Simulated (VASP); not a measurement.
Runs of VASP 6.6.1 on ZrH2. The structure is that of space group Fm-3m (No. 225), or close to it. The cells are those of the table. 

```csv
cell,gap on the mesh (eV),pressure (GPa)
"a = 3.452 Å, angles 60.0°, 3 atoms",none,(a)
"a = 3.349 Å, angles 60.0°, 3 atoms",none,(b)
"a = 3.485 Å, angles 60.0°, 3 atoms",none,-15.5
"a = 3.384 Å, angles 60.0°, 3 atoms",none,-6.3
"a = 3.418 Å, angles 60.0°, 3 atoms",none,-9.9
```

Alike in all rows: task single point; level PBEsol+D3(BJ); potentials or basis VASP PAW PBE potentials, release 64 (Zr_sv, H); no spin polarisation; k mesh 10 × 10 × 10; cutoff (eV) 520; smearing methfessel-paxton 0.05 eV.

**Question.** Estimate the missing entries.

**Answer.** (a) -12.9; (b) -2.1.

Caveats: three body term missing; the PAW data sets were made with another functional, which shifts forces and pressure a little; pairwise dispersion overbinds metals, which lowers pressure and volume.

A k mesh can miss the band edges, and the runs leave out spin-orbit coupling on Zr.

A gap of «none» marks levels without a gap at the run's occupations.
